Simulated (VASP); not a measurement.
Crystal: Eu.

```
Eu
1.0
    -2.30300    2.30300    2.30300
     2.30300   -2.30300    2.30300
     2.30300    2.30300   -2.30300
Eu
1
Cartesian
  0.0000 0.0000 0.0000
```

| Property | Result |
| --- | --- |
| Program | VASP 6.6.1 |
| Task | relaxation of cell and atoms |
| Functional | PBEsol |
| Potentials or basis | VASP PAW PBE potentials, release 64 (Eu) |
| Cutoff | 600 eV |
| k mesh | 10 × 10 × 10 |
| Occupations | fermi-dirac, width 0.05 eV |
| Spin | collinear spin, ferromagnetic start |
| Starting moments | [7.0] μB |

At the start: pressure -2.8 GPa; volume 48.86 Å³/atom.

Q: Where does the relaxation end?

A: Over 13 steps the energy falls by 122.9 meV/atom and the volume is 37.47 Å³/atom (-23.3 %); space group Im-3m (No. 229, to 0.1 Å) before and after; moment 7.24 μB per cell.

Step by step:
| step | energy change (eV) | largest force (eV/Å) | pressure (GPa) | volume (Å³) |
| --- | --- | --- | --- | --- |
| 1 | 0.0000 | 0.0000 | -2.76 | 48.86 |
| 2 | -0.0849 | 0.0000 | -1.87 | 43.14 |
| 3 | -0.1205 | 0.0000 | -0.58 | 38.72 |
| 4 | -0.1228 | 0.0000 | 0.17 | 37.12 |
| 5 | -0.1229 | 0.0000 | -0.04 | 37.48 |
| 6 | -0.1229 | 0.0000 | -0.05 | 37.47 |
| 7 | -0.1229 | 0.0000 | -0.06 | 37.47 |
| 8 | -0.1229 | 0.0000 | -0.04 | 37.47 |
| 9 | -0.1229 | 0.0000 | -0.03 | 37.47 |
| 10 | -0.1229 | 0.0000 | -0.03 | 37.47 |
| 11 | -0.1229 | 0.0000 | -0.03 | 37.47 |
| 12 | -0.1229 | 0.0000 | -0.03 | 37.47 |
| 13 | -0.1229 | 0.0000 | -0.02 | 37.47 |

Final structure:
```cif
data_structure
_symmetry_space_group_name_H-M 'P 1'
_symmetry_Int_Tables_number 1
_cell_length_a 3.6513
_cell_length_b 3.6513
_cell_length_c 3.6513
_cell_angle_alpha 109.471
_cell_angle_beta 109.471
_cell_angle_gamma 109.471
_cell_volume 37.47
loop_
_atom_site_label
_atom_site_type_symbol
_atom_site_fract_x
_atom_site_fract_y
_atom_site_fract_z
_atom_site_occupancy
Eu1 Eu 0.00000 0.00000 0.00000 1
```

Caveat: the volume moved by over 15 % at a fixed basis, so the end points are rough; the PAW data sets were made with another functional, which shifts forces and pressure a little; semilocal functionals describe open f shells poorly, which spoils levels, moments and volumes.
